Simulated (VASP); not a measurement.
A run of VASP 6.6.1 is set up as follows.

File POSCAR:

```
WS2
1.0
    1.5985959961      0.9229498287      6.0871024718
   -1.5985959961      0.9229498287      6.0871024718
    0.0000000000     -1.8458996574      6.0871024718
W S
1 2
Direct
    0.0000000000      0.0000000000      0.0000000000
    0.2477300226      0.2477300226      0.2477300226
    0.7522699774      0.7522699774      0.7522699774
```

File INCAR.step1:

```
  ALGO = Normal
  EDIFF = 1E-4
  ENCUT = 520
  GGA = PE
  ISMEAR = -1
  LASPH = True
  LCHARG = False
  LREAL = False
  LWAVE = True
  NBANDS = 20
  NELM = 60
  PREC = Accurate
  SIGMA = 0.02
```

INCAR.step2

```
  ALGO = Normal
  BPARAM = 11.95
  CPARAM = 0.0093
  EDIFF = 1E-7
  ENCUT = 520
  ISIF = 2
  ISMEAR = -1
  ISTART = 1
  IVDW_NL = 2
  LASPH = True
  LCHARG = True
  LELF = True
  LMIXTAU = True
  LREAL = False
  LUSE_VDW = True
  LVHAR = True
  LWAVE = False
  METAGGA = R2SCAN
  NBANDS = 20
  NELM = 60
  PREC = Accurate
  SIGMA = 0.02
```

Contents of KPOINTS:

```
k-points
0
Gamma
  8 8 8
```

Potentials or basis: VASP PAW PBE potentials, release 64 (W_sv, S).

Command:

```sh
$ cat potpaw_PBE.64/W_sv/POTCAR potpaw_PBE.64/S/POTCAR > POTCAR
$ cp INCAR.step1 INCAR
$ mpirun -np 1 vasp_std > vasp.out
$ cp INCAR.step2 INCAR
$ mpirun -np 1 vasp_std > vasp.out
```

Q: What does it give for the band gap on the k mesh?

A: Zero (band 13 reaches 7.60 eV, above the bottom of band 14 at 6.71 eV).

Q: Predict the largest force.

A: 0.030 eV/Å.

Forces on the atoms (eV/Å):
```
W    0.000  0.000  0.000
S    0.000  0.000 -0.030
S    0.000  0.000  0.030
```

Caveat: the PAW data sets were made with another functional, which shifts forces and pressure a little; spin-orbit coupling is left out, which moves the levels of the heavy elements.
